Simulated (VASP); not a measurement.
**Ta4N5: single point with PBEsol**

The system is Ta4N5.

```xyz
9
Lattice="-3.3279 3.3279 2.0863 3.3279 -3.3279 2.0863 3.3279 3.3279 -2.0863" Properties=species:S:1:pos:R:3 pbc="T T T"
Ta    0.6936    1.9056    2.0863
Ta    1.9056   -0.6936    2.0863
Ta    1.4222    4.0215    0.0000
Ta    2.6343    1.4222    0.0000
N     0.0000    0.0000    2.0863
N    -1.3312    2.7242    2.0863
N     2.7242    1.3312    2.0863
N     0.6036    1.9966    0.0000
N     4.6591    0.6036    0.0000
```

```yaml
Program: VASP 6.6.1
Task: single point
Functional: PBEsol
Potentials_or_basis: VASP PAW PBE potentials, release 64 (Ta_pv, N)
Cutoff: 520 eV
k_mesh: 10 × 10 × 10
Occupations: gaussian, width 0.1 eV
Spin: no spin polarisation
Dipole_correction: no
Further_INCAR_settings: ALGO = Normal; EDIFF = 1e-07; NBANDS = 44
```

```json
{
  "Pressure": "26.2 GPa",
  "Largest force": "0.028 eV/Å",
  "Band gap on the k mesh": "zero (an odd number of electrons rules out a gap without spin polarisation)"
}
```

Forces on the atoms (eV/Å):
```
Ta   0.002  0.002  0.000
Ta   0.002 -0.002  0.000
Ta  -0.002  0.002  0.000
Ta  -0.002 -0.002  0.000
N    0.000  0.000  0.000
N   -0.024  0.014  0.000
N    0.014  0.024  0.000
N   -0.014 -0.024  0.000
N    0.024 -0.014  0.000
```

Levels at points of the mesh, in eV from the Fermi level:
```csv
k point,band 32,band 33,band 34,band 35,band 36,band 37,band 38,band 39
"(0.00, 0.00, 0.00)",-2.62,-1.45,-1.45,-1.16,0.58,0.63,1.20,1.20
"(0.50, 0.00, 0.00)",-3.03,-1.22,0.63,1.21,1.69,1.89,2.14,2.29
"(0.50, 0.50, 0.00)",-3.36,-3.23,-1.85,-0.41,0.35,0.61,1.82,1.88
"(0.50, 0.50, 0.50)",-3.53,-3.44,-2.30,-1.94,-0.69,-0.69,3.03,3.09
```

It took 5.4 min on 1 thread of Intel(R) Xeon(R) 6975P-C (Granite Rapids), on a shared host, peak memory 0.55 GiB.

Caveat: the cell stands under pressure; the PAW data sets were made with another functional, which shifts forces and pressure a little; spin-orbit coupling is left out, which moves the levels of the heavy elements; an odd number of electrons without spin polarisation forces a metal; a magnetic or distorted state may lie lower.
